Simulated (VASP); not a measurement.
# PbO (R-3m) in VASP: single point with r2SCAN

Aim: the single point of PbO with r2SCAN.

Everything below comes from runs of VASP 6.6.1. Logs are shortened: lines on timing, memory, paths and dates and some standing lists are left out, and cuts for length are marked.

**1. The cell of the first run**

The structure is trigonal, space group R-3m (No. 166). Conventional cell: a = 3.851 Å, b = 3.851 Å, c = 8.578 Å, α = 90.00°, β = 90.00°, γ = 120.00°. Pb (site symmetry -3m) has 6 O at 2.64 Å within 3.5 Å. O (site symmetry -3m) has 6 Pb at 2.64 Å within 3.5 Å.

**2. Single point, r2SCAN (epitaxial 111 strain +4.5%)**

File POSCAR:

```
PbO
1.0
   -0.1643965890      2.5583715882      2.5583715882
    2.5583715882     -0.1643965890      2.5583715882
    2.5583715882      2.5583715882     -0.1643965890
Pb O
1 1
Direct
    0.0000000000      0.0000000000      0.0000000000
    0.5000000000      0.5000000000      0.5000000000
```

File INCAR.step1:

```
PREC = Accurate
ENCUT = 520
ISMEAR = -1
SIGMA = 0.02
LREAL = F
LASPH = T
NELM = 100
NBANDS = 17
GGA = PE
ALGO = Normal
EDIFF = 1E-4
LWAVE = T
LCHARG = F
```

File INCAR.step2:

```
PREC = Accurate
ENCUT = 520
EDIFF = 1E-6
ISMEAR = -1
SIGMA = 0.02
LREAL = F
LASPH = T
NELM = 100
ALGO = Normal
ISIF = 2
LWAVE = F
LCHARG = F
METAGGA = R2SCAN
LMIXTAU = T
NBANDS = 17
ISTART = 1
```

File KPOINTS:

```
regular mesh
0
Gamma
  8 8 8
```

Potentials or basis: VASP PAW PBE potentials, release 64 (Pb_d, O).

On the command line:

```
$ cat potpaw_PBE.64/Pb_d/POTCAR potpaw_PBE.64/O/POTCAR > POTCAR
$ cp INCAR.step1 INCAR
$ mpirun -np 1 vasp_std > vasp.out
$ cp INCAR.step2 INCAR
$ mpirun -np 1 vasp_std > vasp.out
```

OUTCAR:

```text
PREC = Accurate
   ENCUT = 520
   EDIFF = 1E-6
   ISMEAR = -1
   LREAL = F
   LASPH = T
   NELM = 100
   ISIF = 2
   METAGGA = R2SCAN
   ISTART = 1

 ion  position               nearest neighbor table
   1  0.000  0.000  0.000-   2 2.64   2 2.64   2 2.64   2 2.64   2 2.64   2 2.64
   2  0.500  0.500  0.500-   1 2.64   1 2.64   1 2.64   1 2.64   1 2.64   1 2.64

  LATTYP: Found a trigonal (rhomboedric) cell.
 ALAT       =     3.6218167548
 COS(alpha) =     0.4348439446

  Lattice vectors:

 A1 = (  -0.1643965890,   2.5583715882,   2.5583715882)
 A2 = (   2.5583715882,  -0.1643965890,   2.5583715882)
 A3 = (   2.5583715882,   2.5583715882,  -0.1643965890)

Analysis of symmetry for initial positions (statically):
=====================================================================
 Subroutine PRICEL returns:
 Original cell was already a primitive cell.

 Routine SETGRP: Setting up the symmetry group for a
 trigonal (rhombohedral) supercell.

 Subroutine GETGRP returns: Found 12 space group operations
 (whereof 12 operations were pure point group operations)
 out of a pool of 12 trial point group operations.

The static configuration has the point symmetry D_3d.

Analysis of symmetry for dynamics (positions and initial velocities):
=====================================================================
 Subroutine PRICEL returns:
 Original cell was already a primitive cell.

 Routine SETGRP: Setting up the symmetry group for a
 trigonal (rhombohedral) supercell.

 Subroutine GETGRP returns: Found 12 space group operations
 (whereof 12 operations were pure point group operations)
 out of a pool of 12 trial point group operations.

The dynamic configuration has the point symmetry D_3d.

 Subroutine INISYM returns: Found 12 space group operations
 (whereof 12 operations are pure point group operations),
 and found     1 'primitive' translations

----------------------------------------------------------------------------------------

                                     Primitive cell

  volume of cell :      36.7141

  direct lattice vectors                    reciprocal lattice vectors
    -0.164396589  2.558371588  2.558371588    -0.177540694  0.189732586  0.189732586
     2.558371588 -0.164396589  2.558371588     0.189732586 -0.177540694  0.189732586
     2.558371588  2.558371588 -0.164396589     0.189732586  0.189732586 -0.177540694

  length of vectors
     3.621816755  3.621816755  3.621816755     0.321741521  0.321741521  0.321741521
[... 79 lines left out ...]
   ENCUT  =  520.0 eV  38.22 Ry    6.18 a.u.   6.73  6.73  6.73*2*pi/ulx,y,z
   NELM   =    100;   NELMIN=  2; NELMDL=  0     # of ELM steps
   EDIFF  = 0.1E-05   stopping-criterion for ELM
   LREAL  =      F    real-space projection
   EDIFFG = 0.1E-04   stopping-criterion for IOM
   NSW    =      0    number of steps for IOM
   IBRION =     -1    ionic relax: 0-MD 1-quasi-New 2-CG
   NFREE  =      0    steps in history (QN), initial steepest desc. (CG)
   ISIF   =      2    stress and relaxation
   ISYM   =      2    0-nonsym 1-usesym 2-fastsym
   POTIM  = 0.5000    time-step for ionic-motion
   TEBEG  =    0.0;   TEEND  =   0.0 temperature during run
   PSTRESS=    0.0 pullay stress
   NELECT =      20.0000    total number of electrons
   NUPDOWN=      -1.0000    fix difference up-down
   EMIN   =  10.00;   EMAX   =-10.00  energy-range for DOS
   EFERMI =   0.00;   METHOD = LEGACY
   ISMEAR =    -1;   SIGMA  =   0.02  broadening in eV -4-tet -1-fermi 0-gaus
   EFERMI_NEDOS =   21; number of points for ismear=-14 and -15
   IALGO  =     38    algorithm
   IMIX   =      4    mixing-type and parameters
     AMIX     =   0.40;   BMIX     =  1.00
     AMIX_MAG =   1.60;   BMIX_MAG =  1.00
  volume/ion in A,a.u.               =      18.36       123.88
  Fermi-wavevector in a.u.,A,eV,Ry     =   1.337029  2.526618 24.322395  1.787646
  Thomas-Fermi vector in A             =   2.465609
   LORBIT       =      0    0 simple, 1 ext, 2 COOP (PROOUT), +10 PAW based schemes
   METAGGA = R2SCAN    functional components
   LHFCALC =     F    Hartree Fock is set to
   AEXX    =    0.0000 exact exchange contribution
   IVDW    =     0    specifies the selected vdW correction
   LEPSILON=     F    determine dielectric tensor
   LRPA    =     F    only Hartree local field effects (RPA)
 non-spin polarized calculation
  energy-cutoff  :      520.00
  volume of cell :       36.71
 maximum number of plane-waves:      1000
   NGX = 13   NGY = 13   NGZ = 13

 number of electron      19.9999998 magnetization

 Free energy of the ion-electron system (eV)
  ---------------------------------------------------
  ext. energy  EPLUGINS =         0.00000000
  ---------------------------------------------------
  free energy    TOTEN  =       -64.23940034 eV

  energy without entropy =      -64.23922572  energy(sigma->0) =      -64.23931303

 E-fermi :   6.2315     XC(G=0): -11.0908

 val. band max:        6.2132385629   @ k =   0.5000   0.0000   0.0000
 cond. band min:       6.3682310411   @ k =   0.5000   0.0000   0.0000
 fundamental gap:      0.1549924783
 Fermi energy:         6.2315346298

 k-point     1 :       0.0000    0.0000    0.0000
  band No.  band energies     occupation
      1     -12.4789      2.00000
      2     -11.0654      2.00000
      3     -11.0654      2.00000
      4     -11.0297      2.00000
      5     -10.8929      2.00000
      6     -10.8929      2.00000
[... 457 lines left out ...]
      4     -10.9614      2.00000
      5     -10.9176      2.00000
      6     -10.8040      2.00000
[... 9 lines left out ...]
     16      19.6134      0.00000
     17      23.2349      0.00000

 [... further k-points ...]

------------------------ aborting loop because EDIFF is reached ----------------------------------------

  FORCE on cell =-STRESS in cart. coord.  units (eV):
  Direction    XX          YY          ZZ          XY          YZ          ZX
  --------------------------------------------------------------------------------------
  -------------------------------------------------------------------------------------
  Total       -0.8043206     -0.8043206     -0.8043206      0.4183367      0.4183367      0.4183367
  in kB      -35.1000233    -35.1000233    -35.1000233     18.2559385     18.2559385     18.2559385
  external PRESSURE =     -35.1000233 kB  Pullay stress =       0.0000000 kB

 VOLUME and BASIS-vectors are now :
 -----------------------------------------------------------------------------
  energy-cutoff  :      520.00
  volume of cell :       36.71
      direct lattice vectors                 reciprocal lattice vectors
    -0.164396589  2.558371588  2.558371588    -0.177540694  0.189732586  0.189732586
     2.558371588 -0.164396589  2.558371588     0.189732586 -0.177540694  0.189732586
     2.558371588  2.558371588 -0.164396589     0.189732586  0.189732586 -0.177540694

 POSITION                                       TOTAL-FORCE (eV/Angst)
 -----------------------------------------------------------------------------------
      0.00000      0.00000      0.00000         0.000000      0.000000     -0.000000
      2.47617      2.47617      2.47617        -0.000000     -0.000000      0.000000
 -----------------------------------------------------------------------------------
    total drift:                                0.000000      0.000000      0.000000

  FREE ENERGIE OF THE ION-ELECTRON SYSTEM (eV)
  ---------------------------------------------------
  free  energy   TOTEN  =       -64.2394003434 eV

  energy  without entropy=      -64.2392257231  energy(sigma->0) =      -64.23931303
```

It took 1.9 min on 1 thread of Intel Xeon Platinum 8375C at 2.90GHz (Ice Lake), shared host; peak memory 0.19 GiB.

Results:

* Free energy: -64.2394 eV
* Pressure: -3.5 GPa
* Band gap on the k mesh: zero (band 10 reaches 6.21 eV, above the bottom of band 11 at 6.20 eV)

Levels at points of the mesh, in eV from the Fermi level:
| k point | band 7 | band 8 | band 9 | band 10 | band 11 | band 12 | band 13 | band 14 |
| --- | --- | --- | --- | --- | --- | --- | --- | --- |
| (0.00, 0.00, 0.00) | -7.95 | -2.75 | -2.75 | -2.30 | 8.11 | 8.11 | 8.18 | 11.07 |
| (0.50, 0.00, 0.00) | -8.98 | -2.24 | -2.09 | -0.02 | 0.14 | 5.16 | 5.63 | 10.57 |
| (0.50, 0.50, 0.00) | -6.44 | -5.42 | -3.83 | -3.29 | 3.86 | 6.02 | 6.77 | 6.88 |
| (0.50, 0.50, 0.50) | -8.22 | -2.36 | -2.36 | -0.43 | -0.04 | 4.21 | 4.21 | 9.80 |

Caveat: the cell differs from its parent crystal (epitaxial 111 strain +4.5%); the PAW data sets were made with another functional, which shifts forces and pressure a little; spin-orbit coupling is left out, which moves the levels of the heavy elements.
